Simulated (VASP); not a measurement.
# AgBr (Fm-3m) in VASP: further runs

The runs below take AgBr through elastic constants, with PBEsol.

Program: VASP 6.6.1. These are calculated values, not measurements. Logs are shortened: lines on timing, memory, paths and dates and some standing lists are left out, and cuts for length are marked.

**1. The cell of the first run**

It takes space group Fm-3m (No. 225, cubic). Conventional cell: a = 5.640 Å, b = 5.640 Å, c = 5.640 Å, α = 90.00°, β = 90.00°, γ = 90.00°. Ag (site symmetry m-3m) has 6 Br at 2.82 Å within 3.7 Å. Br (site symmetry m-3m) has 6 Ag at 2.82 Å within 3.7 Å.

**2. Elastic constants, PBEsol**

Contents of INCAR:

```
SYSTEM = AgBr
ALGO = Normal
EDIFF = 1E-8
ENCUT = 500
GGA = PS
GGA_COMPAT = .FALSE.
IBRION = 6
ISIF = 3
ISMEAR = 0
LASPH = .TRUE.
LCHARG = .FALSE.
LREAL = .FALSE.
LWAVE = .FALSE.
NELM = 120
NFREE = 2
NSW = 1
POTIM = 0.015
PREC = Accurate
SIGMA = 0.01
```

Contents of KPOINTS:

```
k-points
0
G
  8 8 8
  0 0 0
```

Contents of POSCAR:

```
AgBr
1.0
    0.0000000000      2.8202204415      2.8202204415
    2.8202204415      0.0000000000      2.8202204415
    2.8202204415      2.8202204415      0.0000000000
Ag Br
1 1
Direct
    0.0000000000      0.0000000000      0.0000000000
    0.5000000000      0.5000000000      0.5000000000
```

Potentials or basis: VASP PAW PBE potentials, release 64 (Ag, Br).

Started as:

```console
$ cat potpaw_PBE.64/Ag/POTCAR potpaw_PBE.64/Br/POTCAR > POTCAR
$ mpirun -np 1 vasp_std > vasp.out
```

OUTCAR:

```text
SYSTEM = AgBr
   EDIFF = 1E-8
   ENCUT = 500
   GGA = PS
   IBRION = 6
   ISIF = 3
   ISMEAR = 0
   LASPH = .TRUE.
   LREAL = .FALSE.
   NELM = 120
   NFREE = 2
   NSW = 1
   POTIM = 0.015
   PREC = Accurate

 ion  position               nearest neighbor table
   1  0.000  0.000  0.000-   2 2.82   2 2.82   2 2.82   2 2.82   2 2.82   2 2.82
   2  0.500  0.500  0.500-   1 2.82   1 2.82   1 2.82   1 2.82   1 2.82   1 2.82

  LATTYP: Found a face centered cubic cell.
 ALAT       =     5.6404408830

  Lattice vectors:

 A1 = (   0.0000000000,   2.8202204415,   2.8202204415)
 A2 = (   2.8202204415,   0.0000000000,   2.8202204415)
 A3 = (   2.8202204415,   2.8202204415,   0.0000000000)

Analysis of symmetry for initial positions (statically):
=====================================================================
 Subroutine PRICEL returns:
 Original cell was already a primitive cell.

 Routine SETGRP: Setting up the symmetry group for a
 face centered cubic supercell.

 Subroutine GETGRP returns: Found 48 space group operations
 (whereof 48 operations were pure point group operations)
 out of a pool of 48 trial point group operations.

The static configuration has the point symmetry O_h .

Analysis of symmetry for dynamics (positions and initial velocities):
=====================================================================
 Subroutine PRICEL returns:
 Original cell was already a primitive cell.

 Routine SETGRP: Setting up the symmetry group for a
 face centered cubic supercell.

 Subroutine GETGRP returns: Found 48 space group operations
 (whereof 48 operations were pure point group operations)
 out of a pool of 48 trial point group operations.

The dynamic configuration has the point symmetry O_h .

 Subroutine INISYM returns: Found 48 space group operations
 (whereof 48 operations are pure point group operations),
 and found     1 'primitive' translations

----------------------------------------------------------------------------------------

                                     Primitive cell

  volume of cell :      44.8621

  direct lattice vectors                    reciprocal lattice vectors
     0.000000000  2.820220442  2.820220442    -0.177291106  0.177291106  0.177291106
     2.820220442  0.000000000  2.820220442     0.177291106 -0.177291106  0.177291106
     2.820220442  2.820220442  0.000000000     0.177291106  0.177291106 -0.177291106

  length of vectors
     3.988393997  3.988393997  3.988393997     0.307077203  0.307077203  0.307077203

  position of ions in fractional coordinates (direct lattice)
     0.000000000  0.000000000  0.000000000
     0.500000000  0.500000000  0.500000000

  ion indices of the primitive-cell ions
   primitive index   ion index
                 1           1
                 2           2

----------------------------------------------------------------------------------------

 KPOINTS: k-points

Automatic generation of k-mesh.
 Grid dimensions read from file:
 generate k-points for:    8    8    8

 Generating k-lattice:

  Cartesian coordinates                     Fractional coordinates (reciprocal lattice)
    -0.022161388  0.022161388  0.022161388     0.125000000  0.000000000  0.000000000
     0.022161388 -0.022161388  0.022161388     0.000000000  0.125000000  0.000000000
     0.022161388  0.022161388 -0.022161388     0.000000000  0.000000000  0.125000000

  Length of vectors
     0.038384650  0.038384650  0.038384650

  Shift w.r.t. Gamma in fractional coordinates (k-lattice)
     0.000000000  0.000000000  0.000000000

 Subroutine IBZKPT returns following result:
 ===========================================

 Found     29 irreducible k-points:

 Following reciprocal coordinates:
            Coordinates               Weight
  0.000000  0.000000  0.000000      1.000000
  0.125000  0.000000  0.000000      8.000000
  0.250000  0.000000  0.000000      8.000000
  0.375000  0.000000  0.000000      8.000000
  0.500000  0.000000  0.000000      4.000000
  0.125000  0.125000  0.000000      6.000000
[... 59 lines left out ...]
  Fermi-wavevector in a.u.,A,eV,Ry     =   1.207460  2.281768 19.836732  1.457959
  Thomas-Fermi vector in A             =   2.343097
   LORBIT       =      0    0 simple, 1 ext, 2 COOP (PROOUT), +10 PAW based schemes
   GGA     = PS    functional components
   LHFCALC =     F    Hartree Fock is set to
   AEXX    =    0.0000 exact exchange contribution
   IVDW    =     0    specifies the selected vdW correction
   LEPSILON=     F    determine dielectric tensor
   LRPA    =     F    only Hartree local field effects (RPA)
 finite differences with symmetry
 non-spin polarized calculation
 Gauss-broadening in eV      SIGMA  =   0.01
  energy-cutoff  :      500.00
  volume of cell :       44.86
 maximum number of plane-waves:      1158
 NGX is ok and might be reduce to    30
   NGX = 15   NGY = 15   NGZ = 15

--------------------------------------- Ionic step        1  -------------------------------------------

 number of electron      17.9999997 magnetization

 Free energy of the ion-electron system (eV)
  ---------------------------------------------------
  ext. energy  EPLUGINS =         0.00000000
  ---------------------------------------------------
  free energy    TOTEN  =        -5.69581336 eV

  energy without entropy =       -5.69581336  energy(sigma->0) =       -5.69581336

------------------------ aborting loop because EDIFF is reached ----------------------------------------

  FORCE on cell =-STRESS in cart. coord.  units (eV):
  Direction    XX          YY          ZZ          XY          YZ          ZX
  --------------------------------------------------------------------------------------
  -------------------------------------------------------------------------------------
  Total        0.2674566      0.2674566      0.2674566      0.0000000     -0.0000000      0.0000000
  in kB        9.5517901      9.5517901      9.5517901      0.0000000     -0.0000000      0.0000000
  external PRESSURE =       9.5517901 kB  Pullay stress =       0.0000000 kB
[... 89 lines left out ...]
  FREE ENERGIE OF THE ION-ELECTRON SYSTEM (eV)
  ---------------------------------------------------
  free  energy   TOTEN  =        -5.6888563398 eV

  energy  without entropy=       -5.6888563398  energy(sigma->0) =       -5.68885634

[... ionic steps 4 to 14 ...]

--------------------------------------- Ionic step       15  -------------------------------------------

 number of electron      18.0000000 magnetization

------------------------ aborting loop because EDIFF is reached ----------------------------------------
[... 67 lines left out ...]
--------------------------------------- Ionic step       17  -------------------------------------------

 number of electron      17.9999996 magnetization

 Free energy of the ion-electron system (eV)
  ---------------------------------------------------
  ext. energy  EPLUGINS =         0.00000000
  ---------------------------------------------------
  free energy    TOTEN  =        -5.69564624 eV

  energy without entropy =       -5.69564624  energy(sigma->0) =       -5.69564624

 E-fermi :   4.2120     XC(G=0): -10.3561

 val. band max:        4.1665958367   @ k =   0.5000   0.0000   0.0000
 cond. band min:       4.6650237407   @ k =   0.0000   0.0000   0.0000
 fundamental gap:      0.4984279040
 Fermi energy:         4.2120452920

 k-point     1 :       0.0000    0.0000    0.0000
  band No.  band energies     occupation
      1     -11.3033      2.00000
      2       1.0980      2.00000
      3       1.0996      2.00000
      4       1.0996      2.00000
      5       1.1008      2.00000
      6       1.1019      2.00000
      7       2.0242      2.00000
      8       2.0242      2.00000
      9       2.0266      2.00000
     10       4.6650      0.00000
     11      13.9618      0.00000
     12      13.9620      0.00000
     13      13.9620      0.00000
[... 354 lines left out ...]
  band No.  band energies     occupation
      1     -10.7348      2.00000
      2      -1.1737      2.00000
      3      -0.3237      2.00000
      4      -0.2696      2.00000
      5       1.4038      2.00000
      6       1.4668      2.00000
      7       1.7707      2.00000
      8       2.8392      2.00000
      9       3.4643      2.00000
     10       8.6269      0.00000
     11       9.1726      0.00000
     12      11.8739      0.00000
     13      12.0274      0.00000

 [... further k-points ...]

------------------------ aborting loop because EDIFF is reached ----------------------------------------

  FORCE on cell =-STRESS in cart. coord.  units (eV):
  Direction    XX          YY          ZZ          XY          YZ          ZX
  --------------------------------------------------------------------------------------
  -------------------------------------------------------------------------------------
  Total        0.2713278      0.2674845      0.2674845     -0.0000000      0.0000000      0.0000000
  in kB        9.6900429      9.5527859      9.5527859     -0.0000000      0.0000000      0.0000000
  external PRESSURE =       9.5985382 kB  Pullay stress =       0.0000000 kB
[... 17 lines left out ...]
  FREE ENERGIE OF THE ION-ELECTRON SYSTEM (eV)
  ---------------------------------------------------
  free  energy   TOTEN  =        -5.6956462383 eV

  energy  without entropy=       -5.6956462383  energy(sigma->0) =       -5.69564624

 INTERNAL STRAIN TENSORS FROM STRAINED CELLS
 ============================================

 INTERNAL STRAIN TENSOR FOR ION    1 for displacements in x,y,z  (eV/Angst):
          X           Y           Z          XY          YZ          ZX
  --------------------------------------------------------------------------------
  x    -0.00000     0.00000     0.00000    -0.00000    -0.00000    -0.00000
  y     0.00000     0.00000     0.00000     0.00000    -0.00000     0.00000
  z     0.00000    -0.00000     0.00000    -0.00000     0.00000     0.00000

 INTERNAL STRAIN TENSORS FROM DISPLACED ATOMS
 ============================================

 INTERNAL STRAIN TENSOR FOR ION    1 for displacements in x,y,z  (eV/Angst):
          X           Y           Z          XY          YZ          ZX
  --------------------------------------------------------------------------------
  x     0.00000     0.00000     0.00000     0.00000     0.00000     0.00000
  y     0.00000     0.00000     0.00000     0.00000     0.00000     0.00000
  z     0.00000     0.00000     0.00000     0.00000     0.00000     0.00000

 INTERNAL STRAIN TENSOR FOR ION    2 for displacements in x,y,z  (eV/Angst):
          X           Y           Z          XY          YZ          ZX
  --------------------------------------------------------------------------------
  x     0.00000     0.00000     0.00000     0.00000     0.00000     0.00000
  y     0.00000     0.00000     0.00000     0.00000     0.00000     0.00000
  z     0.00000     0.00000     0.00000     0.00000     0.00000     0.00000

 Eigenvectors and eigenvalues of the dynamical matrix
 ----------------------------------------------------

   1 f  =    2.802037 THz    17.605715 2PiTHz   93.465880 cm-1    11.588287 meV
             X         Y         Z           dx          dy          dz
      0.000000  0.000000  0.000000     0.000000    0.650701    0.000000
      2.820220  2.820220  2.820220     0.000000   -0.759334    0.000000
[... 21 lines left out ...]
   6 f/i=    0.006024 THz     0.037852 2PiTHz    0.200949 cm-1     0.024914 meV
             X         Y         Z           dx          dy          dz
      0.000000  0.000000  0.000000     0.000000    0.000000    0.759334
      2.820220  2.820220  2.820220     0.000000    0.000000    0.650701

--------------------------------------------------------------------------------------------------------

 ELASTIC MODULI CONTR FROM IONIC RELAXATION (kBar)
 Direction    XX          YY          ZZ          XY          YZ          ZX
 --------------------------------------------------------------------------------
 XX           0.0000      0.0000      0.0000      0.0000      0.0000      0.0000
 YY           0.0000      0.0000      0.0000      0.0000      0.0000      0.0000
 ZZ           0.0000      0.0000      0.0000      0.0000      0.0000      0.0000
 XY           0.0000      0.0000      0.0000      0.0000      0.0000      0.0000
 YZ           0.0000      0.0000      0.0000      0.0000      0.0000      0.0000
 ZX           0.0000      0.0000      0.0000      0.0000      0.0000      0.0000
 --------------------------------------------------------------------------------

 TOTAL ELASTIC MODULI (kBar)
 Direction    XX          YY          ZZ          XY          YZ          ZX
 --------------------------------------------------------------------------------
 XX         866.9290    413.7382    413.7382     -0.0000      0.0000      0.0000
 YY         413.7382    866.9290    413.7382     -0.0000      0.0000     -0.0000
 ZZ         413.7382    413.7382    866.9290      0.0000     -0.0000     -0.0000
 XY          -0.0000     -0.0000      0.0000     63.2317      0.0000      0.0000
 YZ           0.0000      0.0000     -0.0000      0.0000     63.2317      0.0000
 ZX           0.0000     -0.0000     -0.0000      0.0000      0.0000     63.2317
 --------------------------------------------------------------------------------
```

Wall time 12 min (1 thread of Oxide Virtual Turin-like, shared host); peak memory 0.27 GiB.

Results:

```
Elastic constants C11, C12, C44                         : 87, 41, 6 GPa
Voigt bulk modulus                                      : 56 GPa
Highest phonon frequency at Γ, LO-TO splitting left out : 93 cm⁻¹
```

Phonon frequencies in cm⁻¹ (negative: imaginary):
| q point | frequencies |
| --- | --- |
| (0.000, 0.000, 0.000) | 0 0 0 93 93 93 |

Elastic tensor in Voigt notation (GPa, in the Cartesian axes of the cell as first typed):
```
87 41 41  0  0  0
41 87 41  0  0  0
41 41 87  0  0  0
 0  0  0  6  0  0
 0  0  0  0  6  0
 0  0  0  0  0  6
```

Clamped-ion elastic tensor (GPa):
```
87 41 41  0  0  0
41 87 41  0  0  0
41 41 87  0  0  0
 0  0  0  6  0  0
 0  0  0  0  6  0
 0  0  0  0  0  6
```

Caveat: the PAW data sets were made with another functional, which shifts forces and pressure a little.

(Continued in part 2 of 2.)
